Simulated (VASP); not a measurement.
# ScAl3 in VASP: notebook

The runs below take ScAl3 through single point, with PBE.

Program: VASP 6.6.1. These are calculated values, not measurements. Logs are shortened: lines on timing, memory, paths and dates and some standing lists are left out, and cuts for length are marked.

## 1. The cell of the first run

The structure is tetragonal, space group P4/mmm (No. 123). Conventional cell: a = 3.941 Å, b = 3.941 Å, c = 4.105 Å, α = 90.00°, β = 90.00°, γ = 90.00°. Within 3.7 Å of Sc (site symmetry 4/mmm) lie 12 Al at 2.79 to 2.85 Å. Al (site symmetry mmm) has 8 Al at 2.79 to 2.85 Å and 4 Sc at 2.85 Å within 3.7 Å. Within 3.7 Å of Al (site symmetry 4/mmm) lie 4 Sc at 2.79 Å and 8 Al at 2.85 Å.

## 2. Single point, PBE (strain -0.040 along x and y, +0.000 along z)

The input, INCAR:

```
SYSTEM = ScAl3
PREC = Accurate ; ENCUT = 520
EDIFF = 1E-6 ; ISMEAR = 0
SIGMA = 0.15 ; LREAL = .FALSE.
LASPH = .TRUE. ; NELM = 100
ALGO = Fast ; ISIF = 2
LWAVE = .FALSE. ; LCHARG = .TRUE.
GGA = PE ; LELF = .TRUE.
LVHAR = .TRUE. ; NBANDS = 18
```

The input, KPOINTS:

```
regular mesh
0
G
  12 12 12
  0 0 0
```

The input, POSCAR:

```
ScAl3
1.0
    3.9411173721      0.0000000000      0.0000000000
    0.0000000000      3.9411173721      0.0000000000
    0.0000000000      0.0000000000      4.1053305959
Sc Al
1 3
Direct
    0.0000000000      0.0000000000      0.0000000000
    0.5000000000      0.0000000000      0.5000000000
    0.0000000000      0.5000000000      0.5000000000
    0.5000000000      0.5000000000      0.0000000000
```

Potentials or basis: VASP PAW PBE potentials, release 64 (Sc_sv, Al).

Started as:

```
> cat potpaw_PBE.64/Sc_sv/POTCAR potpaw_PBE.64/Al/POTCAR > POTCAR
> mpirun -np 1 vasp_std > vasp.out
```

OUTCAR:

```text
SYSTEM = ScAl3
   PREC = Accurate
   ENCUT = 520
   EDIFF = 1E-6
   ISMEAR = 0
   LREAL = .FALSE.
   LASPH = .TRUE.
   NELM = 100
   ISIF = 2
   GGA = PE

 ion  position               nearest neighbor table
   1  0.000  0.000  0.000-   4 2.79   4 2.79   4 2.79   4 2.79   3 2.85   3 2.85   3 2.85   3 2.85
                             2 2.85   2 2.85   2 2.85   2 2.85
   2  0.500  0.000  0.500-   3 2.79   3 2.79   3 2.79   3 2.79   4 2.85   1 2.85   4 2.85   4 2.85
                             1 2.85   4 2.85   1 2.85   1 2.85
   3  0.000  0.500  0.500-   2 2.79   2 2.79   2 2.79   2 2.79   4 2.85   1 2.85   1 2.85   1 2.85
                             4 2.85   4 2.85   4 2.85   1 2.85
   4  0.500  0.500  0.000-   1 2.79   1 2.79   1 2.79   1 2.79   3 2.85   2 2.85   2 2.85   2 2.85
                             3 2.85   3 2.85   3 2.85   2 2.85

  LATTYP: Found a simple tetragonal cell.
 ALAT       =     3.9411173721
 C/A-ratio  =     1.0416666667

  Lattice vectors:

 A1 = (   3.9411173721,   0.0000000000,   0.0000000000)
 A2 = (   0.0000000000,   3.9411173721,   0.0000000000)
 A3 = (   0.0000000000,   0.0000000000,   4.1053305959)

Analysis of symmetry for initial positions (statically):
=====================================================================
 Subroutine PRICEL returns:
 Original cell was already a primitive cell.

 Routine SETGRP: Setting up the symmetry group for a
 simple tetragonal supercell.

 Subroutine GETGRP returns: Found 16 space group operations
 (whereof 16 operations were pure point group operations)
 out of a pool of 16 trial point group operations.

The static configuration has the point symmetry D_4h.

Analysis of symmetry for dynamics (positions and initial velocities):
=====================================================================
 Subroutine PRICEL returns:
 Original cell was already a primitive cell.

 Routine SETGRP: Setting up the symmetry group for a
 simple tetragonal supercell.

 Subroutine GETGRP returns: Found 16 space group operations
 (whereof 16 operations were pure point group operations)
 out of a pool of 16 trial point group operations.

The dynamic configuration has the point symmetry D_4h.

 Subroutine INISYM returns: Found 16 space group operations
 (whereof 16 operations are pure point group operations),
 and found     1 'primitive' translations

----------------------------------------------------------------------------------------

                                     Primitive cell

  volume of cell :      63.7657

  direct lattice vectors                    reciprocal lattice vectors
     3.941117372  0.000000000  0.000000000     0.253735148  0.000000000  0.000000000
     0.000000000  3.941117372  0.000000000     0.000000000  0.253735148  0.000000000
     0.000000000  0.000000000  4.105330596     0.000000000  0.000000000  0.243585742

  length of vectors
     3.941117372  3.941117372  4.105330596     0.253735148  0.253735148  0.243585742

  position of ions in fractional coordinates (direct lattice)
     0.000000000  0.000000000  0.000000000
     0.500000000  0.000000000  0.500000000
     0.000000000  0.500000000  0.500000000
     0.500000000  0.500000000  0.000000000

  ion indices of the primitive-cell ions
   primitive index   ion index
                 1           1
                 2           2
                 3           3
                 4           4

----------------------------------------------------------------------------------------

 KPOINTS: regular mesh

Automatic generation of k-mesh.
 Grid dimensions read from file:
 generate k-points for:   12   12   12

 Generating k-lattice:

  Cartesian coordinates                     Fractional coordinates (reciprocal lattice)
     0.021144596  0.000000000  0.000000000     0.083333333  0.000000000  0.000000000
     0.000000000  0.021144596  0.000000000     0.000000000  0.083333333  0.000000000
     0.000000000  0.000000000  0.020298812     0.000000000  0.000000000  0.083333333

  Length of vectors
     0.021144596  0.021144596  0.020298812

  Shift w.r.t. Gamma in fractional coordinates (k-lattice)
     0.000000000  0.000000000  0.000000000

 Subroutine IBZKPT returns following result:
 ===========================================

 Found    196 irreducible k-points:

 Following reciprocal coordinates:
            Coordinates               Weight
  0.000000  0.000000  0.000000      1.000000
  0.083333  0.000000  0.000000      4.000000
  0.166667  0.000000  0.000000      4.000000
  0.250000  0.000000  0.000000      4.000000
  0.333333  0.000000  0.000000      4.000000
  0.416667  0.000000  0.000000      4.000000
[... 16 lines left out ...]
  0.333333  0.333333  0.000000      4.000000
  0.416667  0.333333  0.000000      8.000000
 [... further k-points ...]
   k-points           NKPTS =    196   k-points in BZ     NKDIM =    196   number of bands    NBANDS=     18
   number of dos      NEDOS =    301   number of ions     NIONS =      4
[... 105 lines left out ...]
[... 10 lines left out ...]
     17      13.6834      0.00000
     18      13.7832      0.00000

 k-point     4 :       0.2500    0.0000    0.0000
  band No.  band energies     occupation
      1     -40.8252      2.00000
      2     -19.5740      2.00000
      3     -19.5734      2.00000
      4     -19.5459      2.00000
      5      -1.8677      2.00000
      6       2.7510      2.00000
[... 10 lines left out ...]
     17      13.3373      0.00000
     18      15.2461      0.00000

 k-point     5 :       0.3333    0.0000    0.0000
  band No.  band energies     occupation
      1     -40.8246      2.00000
      2     -19.5861      2.00000
      3     -19.5730      2.00000
      4     -19.5449      2.00000
      5      -1.4045      2.00000
      6       1.7749      2.00000
[... 10 lines left out ...]
     17      12.7447      0.00000
     18      14.0031      0.00000

 k-point     6 :       0.4167    0.0000    0.0000
  band No.  band energies     occupation
      1     -40.8242      2.00000
      2     -19.5953      2.00000
      3     -19.5722      2.00000
      4     -19.5442      2.00000
      5      -0.8475      2.00000
      6       0.9019      2.00000
[... 10 lines left out ...]
     17      12.3419      0.00000
     18      13.6402      0.00000

 k-point     7 :       0.5000    0.0000    0.0000
  band No.  band energies     occupation
      1     -40.8240      2.00000
      2     -19.5987      2.00000
      3     -19.5719      2.00000
      4     -19.5440      2.00000
      5      -0.4334      2.00000
      6       0.3813      2.00000
[... 10 lines left out ...]
     17      12.2178      0.00000
     18      13.5521      0.00000

 k-point     8 :       0.0833    0.0833    0.0000
  band No.  band energies     occupation
      1     -40.8260      2.00000
      2     -19.5756      2.00000
      3     -19.5513      2.00000
      4     -19.5508      2.00000
      5      -2.3465      2.00000
      6       4.7160      2.00000
[... 10 lines left out ...]
     17      13.6174      0.00000
     18      14.1142      0.00000
[... 229 lines left out ...]
     17      12.8188      0.00000
     18      14.1292      0.00000

 k-point    20 :       0.3333    0.2500    0.0000
  band No.  band energies     occupation
      1     -40.8235      2.00000
      2     -19.5828      2.00000
      3     -19.5709      2.00000
      4     -19.5690      2.00000
      5      -0.8379      2.00000
      6       2.2899      2.00000
[... 10 lines left out ...]
     17      13.0184      0.00000
     18      13.9554      0.00000

 k-point    21 :       0.4167    0.2500    0.0000
  band No.  band energies     occupation
      1     -40.8231      2.00000
      2     -19.5916      2.00000
      3     -19.5701      2.00000
      4     -19.5680      2.00000
      5      -0.3193      2.00000
      6       1.4625      2.00000
[... 10 lines left out ...]
     17      13.3265      0.00000
     18      13.6854      0.00000

 k-point    22 :       0.5000    0.2500    0.0000
  band No.  band energies     occupation
      1     -40.8229      2.00000
      2     -19.5949      2.00000
      3     -19.5698      2.00000
      4     -19.5676      2.00000
      5       0.0376      2.00000
      6       1.0015      2.00000
[... 10 lines left out ...]
     17      13.4548      0.00000
     18      13.5555      0.00000

 k-point    23 :       0.3333    0.3333    0.0000
  band No.  band energies     occupation
      1     -40.8230      2.00000
      2     -19.5817      2.00000
      3     -19.5803      2.00000
      4     -19.5698      2.00000
      5      -0.4186      2.00000
      6       2.6221      2.00000
[... 10 lines left out ...]
     17      12.4228      0.00000
     18      14.6970      0.00000

 k-point    24 :       0.4167    0.3333    0.0000
  band No.  band energies     occupation
      1     -40.8226      2.00000
      2     -19.5898      2.00000
      3     -19.5798      2.00000
      4     -19.5691      2.00000
      5       0.0677      2.00000
      6       1.8719      2.00000
[... 10 lines left out ...]
     17      12.5325      0.00000
     18      14.3177      0.00000

 [... further k-points ...]
[... 5 lines left out ...]
  --------------------------------------------------------------------------------------
  -------------------------------------------------------------------------------------
  Total        4.3569468      4.3569468      1.4924401      0.0000000      0.0000000     -0.0000000
  in kB      109.4727354    109.4727354     37.4990792      0.0000000      0.0000000     -0.0000000
  external PRESSURE =      85.4815167 kB  Pullay stress =       0.0000000 kB

 VOLUME and BASIS-vectors are now :
 -----------------------------------------------------------------------------
  energy-cutoff  :      520.00
  volume of cell :       63.77
      direct lattice vectors                 reciprocal lattice vectors
     3.941117372  0.000000000  0.000000000     0.253735148  0.000000000  0.000000000
     0.000000000  3.941117372  0.000000000     0.000000000  0.253735148  0.000000000
     0.000000000  0.000000000  4.105330596     0.000000000  0.000000000  0.243585742

 POSITION                                       TOTAL-FORCE (eV/Angst)
 -----------------------------------------------------------------------------------
      0.00000      0.00000      0.00000         0.000000      0.000000      0.000000
      1.97056      0.00000      2.05267         0.000000      0.000000      0.000000
      0.00000      1.97056      2.05267         0.000000      0.000000      0.000000
      1.97056      1.97056      0.00000         0.000000      0.000000      0.000000
 -----------------------------------------------------------------------------------
    total drift:                                0.000000     -0.000000      0.000000

  FREE ENERGIE OF THE ION-ELECTRON SYSTEM (eV)
  ---------------------------------------------------
  free  energy   TOTEN  =       -19.1320719800 eV

  energy  without entropy=      -19.1176398483  energy(sigma->0) =      -19.12485591
```

Wall time 2.4 min (1 thread of Intel Xeon Platinum 8488C (Sapphire Rapids), shared host); peak memory 0.33 GiB.

What came out:

```
Free energy            : -19.1321 eV
Pressure               : 8.5 GPa
Band gap on the k mesh : zero (band 10 reaches 9.17 eV, above the bottom of band 11 at 4.96 eV)
```

Caveat: the cell differs from its parent crystal (strain -0.040 along x and y, +0.000 along z).

## 3. Single point, PBE (strain +0.000 along x and y, -0.040 along z)

The input, INCAR:

```
SYSTEM = ScAl3
ALGO = Fast ; EDIFF = 1E-7
ENCUT = 520 ; GGA = PE
ISIF = 2 ; ISMEAR = 0
LASPH = .TRUE. ; LCHARG = .FALSE.
LREAL = .FALSE. ; LWAVE = .FALSE.
NBANDS = 18 ; NELM = 100
PREC = Accurate ; SIGMA = 0.15
```

The input, KPOINTS:

```
k-points
0
G
  12 12 12
  0 0 0
```

The input, POSCAR:

```
ScAl3
1.0
    4.1053305959      0.0000000000      0.0000000000
    0.0000000000      4.1053305959      0.0000000000
    0.0000000000      0.0000000000      3.9411173721
Sc Al
1 3
Direct
    0.0000000000      0.0000000000      0.0000000000
    0.5000000000      0.0000000000      0.5000000000
    0.0000000000      0.5000000000      0.5000000000
    0.5000000000      0.5000000000      0.0000000000
```

Potentials or basis: VASP PAW PBE potentials, release 64 (Sc_sv, Al).

Started as:

```
> cat potpaw_PBE.64/Sc_sv/POTCAR potpaw_PBE.64/Al/POTCAR > POTCAR
> mpirun -np 1 vasp_std > vasp.out
```

Wall time 2.4 min (1 thread of Intel Xeon Platinum 8488C (Sapphire Rapids), shared host); peak memory 0.34 GiB.

It converged, with:

- Free energy: -19.2382 eV
- Pressure: 4.0 GPa
- Band gap on the k mesh: zero (band 10 reaches 8.45 eV, above the bottom of band 11 at 4.67 eV)

Stress tensor (GPa, compression positive):
```
1.98 0.00 0.00
0.00 1.98 0.00
0.00 0.00 8.04
```

Levels at points of the mesh, in eV from the Fermi level:
| k point | band 6 | band 7 | band 8 | band 9 | band 10 | band 11 | band 12 | band 13 | band 14 | band 15 |
| --- | --- | --- | --- | --- | --- | --- | --- | --- | --- | --- |
| (0.00, 0.00, 0.00) | -2.88 | -2.47 | -2.03 | -2.03 | -1.44 | 1.21 | 1.25 | 1.37 | 1.37 | 4.99 |
| (0.50, 0.00, 0.00) | -7.47 | -1.94 | -1.50 | -1.48 | 0.83 | 0.85 | 1.38 | 1.65 | 1.69 | 2.08 |
| (0.50, 0.50, 0.00) | -5.82 | -5.82 | -4.44 | -0.36 | -0.36 | 1.48 | 1.72 | 2.02 | 2.42 | 3.86 |
| (0.00, 0.00, 0.50) | -7.36 | -1.87 | -1.87 | -1.63 | 0.86 | 0.90 | 0.90 | 1.32 | 1.64 | 2.57 |
| (0.50, 0.00, 0.50) | -5.67 | -5.57 | -4.44 | -0.71 | -0.59 | 1.08 | 1.23 | 2.13 | 2.74 | 3.30 |
| (0.50, 0.50, 0.50) | -4.86 | -4.83 | -4.58 | -3.05 | -3.05 | -2.87 | 1.00 | 2.56 | 2.84 | 4.10 |

Caveat: the cell differs from its parent crystal (strain +0.000 along x and y, -0.040 along z).

## 4. Single point, PBE (strain -0.080 along x and y, -0.080 along z)

The input, INCAR:

```
  PREC = Accurate
  ENCUT = 520
  EDIFF = 1E-6
  ISMEAR = 0
  SIGMA = 0.15
  LREAL = False
  LASPH = True
  NELM = 60
  ALGO = Normal
  ISIF = 2
  LWAVE = False
  LCHARG = False
  GGA = PE
  NBANDS = 18
```

The input, KPOINTS:

```
regular mesh
0
Gamma
  12 12 12
```

The input, POSCAR:

```
ScAl3
1.0
    3.7769041482      0.0000000000      0.0000000000
    0.0000000000      3.7769041482      0.0000000000
    0.0000000000      0.0000000000      3.7769041482
Sc Al
1 3
Direct
    0.0000000000      0.0000000000      0.0000000000
    0.5000000000      0.0000000000      0.5000000000
    0.0000000000      0.5000000000      0.5000000000
    0.5000000000      0.5000000000      0.0000000000
```

Started as:

```
> cat potpaw_PBE.64/Sc_sv/POTCAR potpaw_PBE.64/Al/POTCAR > POTCAR
> mpirun -np 1 vasp_std > vasp.out
```

Wall time 26 s (1 thread of Intel Xeon 6975P-C (Granite Rapids), shared host); peak memory 0.2 GiB.

Results (log left out):

```yaml
Free_energy: -17.8999 eV
Pressure: 36.0 GPa
Band_gap_on_the_k_mesh: zero (band 10 reaches 10.99 eV, above the bottom of band 11 at 6.52 eV)
```

Levels at points of the mesh, in eV from the Fermi level:
```csv
k point,band 8,band 9,band 10,band 11,band 12,band 13
"(0.00, 0.00, 0.00)",-1.82,-1.82,-1.82,1.23,1.41,1.41
"(0.50, 0.00, 0.00)",-2.07,-2.00,1.42,1.48,1.48,1.92
"(0.50, 0.50, 0.00)",-4.89,-0.69,-0.69,1.30,1.67,2.66
"(0.50, 0.50, 0.50)",-5.20,-3.05,-3.05,-3.05,1.69,3.29
```

Caveat: the cell differs from its parent crystal (strain -0.080 along x and y, -0.080 along z).

## 5. Single point, PBE (strain -0.040 along x and y, -0.040 along z)

The input, INCAR:

```
SYSTEM = ScAl3
ALGO     = Normal         ! electronic algorithm
EDIFF    = 1E-6           ! SCF threshold, eV
ENCUT    = 520            ! plane-wave cutoff, eV
GGA      = PE             ! functional
ISIF     = 2              ! what is computed and relaxed
ISMEAR   = 0              ! smearing method
LASPH    = .True.         ! aspherical terms in the spheres
LCHARG   = .False.        ! write CHGCAR
LREAL    = .False.        ! projectors in reciprocal space
LWAVE    = .False.        ! write WAVECAR
NBANDS   = 18             ! bands
NELM     = 100            ! most SCF steps
PREC     = Accurate       ! precision mode
SIGMA    = 0.15           ! smearing width, eV
```

The input, KPOINTS:

```
k-points
0
Gamma
  12 12 12
  0 0 0
```

The input, POSCAR:

```
ScAl3
1.0
    3.9411173721      0.0000000000      0.0000000000
    0.0000000000      3.9411173721      0.0000000000
    0.0000000000      0.0000000000      3.9411173721
Sc Al
1 3
Direct
    0.0000000000      0.0000000000      0.0000000000
    0.5000000000      0.0000000000      0.5000000000
    0.0000000000      0.5000000000      0.5000000000
    0.5000000000      0.5000000000      0.0000000000
```

Started as:

```
> cat potpaw_PBE.64/Sc_sv/POTCAR potpaw_PBE.64/Al/POTCAR > POTCAR
> mpirun -np 1 vasp_std > vasp.out
```

Wall time 37 s (1 thread of Intel Xeon 6975P-C (Granite Rapids), shared host); peak memory 0.22 GiB.

Results (log left out):

| Item | Value |
| --- | --- |
| Free energy | -18.9945 eV |
| Pressure | 13.7 GPa |
| Band gap on the k mesh | zero (band 10 reaches 9.48 eV, above the bottom of band 11 at 5.25 eV) |

Levels at points of the mesh, in eV from the Fermi level:
```
           k point  band 8  band 9  band 10  band 11  band 12  band 13
(0.00, 0.00, 0.00)   -1.86   -1.86    -1.86     1.24     1.36     1.36
(0.50, 0.00, 0.00)   -1.89   -1.71     1.18     1.18     1.36     1.52
(0.50, 0.50, 0.00)   -4.63   -0.62    -0.62     1.22     1.50     2.33
(0.50, 0.50, 0.50)   -4.89   -3.05    -3.05    -3.05     1.25     2.92
```

Caveat: the cell differs from its parent crystal (strain -0.040 along x and y, -0.040 along z).

## 6. Single point, PBE (strain +0.040 along x and y, +0.040 along z)

The input, INCAR:

```
ALGO = Fast
EDIFF = 1E-6
ENCUT = 520
GGA = PE
ISIF = 2
ISMEAR = 0
LASPH = T
LCHARG = F
LREAL = F
LWAVE = F
NBANDS = 18
NELM = 100
PREC = Accurate
SIGMA = 0.15
```

The input, KPOINTS:

```
k-points
0
Gamma
  12 12 12
```

The input, POSCAR:

```
ScAl3
1.0
    4.2695438197      0.0000000000      0.0000000000
    0.0000000000      4.2695438197      0.0000000000
    0.0000000000      0.0000000000      4.2695438197
Sc Al
1 3
Direct
    0.0000000000      0.0000000000      0.0000000000
    0.5000000000      0.0000000000      0.5000000000
    0.0000000000      0.5000000000      0.5000000000
    0.5000000000      0.5000000000      0.0000000000
```

Potentials or basis: VASP PAW PBE potentials, release 64 (Sc_sv, Al).

Started as:

```
> cat potpaw_PBE.64/Sc_sv/POTCAR potpaw_PBE.64/Al/POTCAR > POTCAR
> mpirun -np 1 vasp_std > vasp.out
```

Wall time 51 s (1 thread of Intel Xeon 6975P-C (Granite Rapids), shared host); peak memory 0.25 GiB.

The run converged. Its results:

| Quantity | Value |
| --- | --- |
| Free energy | -19.0741 eV |
| Pressure | -7.9 GPa |
| Band gap on the k mesh | zero (band 10 reaches 6.67 eV, above the bottom of band 11 at 3.35 eV) |

Levels at points of the mesh, in eV from the Fermi level:
| k point | band 6 | band 7 | band 8 | band 9 | band 10 | band 11 | band 12 | band 13 | band 14 | band 15 |
| --- | --- | --- | --- | --- | --- | --- | --- | --- | --- | --- |
| (0.00, 0.00, 0.00) | -2.51 | -2.51 | -1.73 | -1.73 | -1.73 | 1.21 | 1.21 | 1.21 | 1.27 | 3.79 |
| (0.50, 0.00, 0.00) | -6.89 | -1.52 | -1.52 | -1.23 | 0.17 | 0.84 | 0.84 | 1.36 | 1.46 | 1.84 |
| (0.50, 0.50, 0.00) | -5.42 | -5.42 | -4.04 | -0.46 | -0.46 | 1.18 | 1.22 | 1.80 | 2.16 | 2.98 |
| (0.50, 0.50, 0.50) | -4.60 | -4.60 | -4.01 | -2.80 | -2.80 | -2.80 | 0.67 | 2.26 | 2.26 | 3.39 |

Caveat: the cell differs from its parent crystal (strain +0.040 along x and y, +0.040 along z).

## 7. Summary

```csv
cell,gap on the mesh (eV),pressure (GPa)
"a = 3.941, b = 3.941, c = 4.105 Å, 4 atoms",none,8.5
"a = 4.105, b = 4.105, c = 3.941 Å, 4 atoms",none,4.0
"a = 3.777 Å, 4 atoms",none,36.0
"a = 3.941 Å, 4 atoms",none,13.7
"a = 4.270 Å, 4 atoms",none,-7.9
```

Alike in all rows: task single point; level PBE; potentials or basis VASP PAW PBE potentials, release 64 (Sc_sv, Al); no spin polarisation; k mesh 12 × 12 × 12; cutoff (eV) 520; smearing gaussian 0.15 eV.

Absolute energies hang on the potentials; compare differences alone.
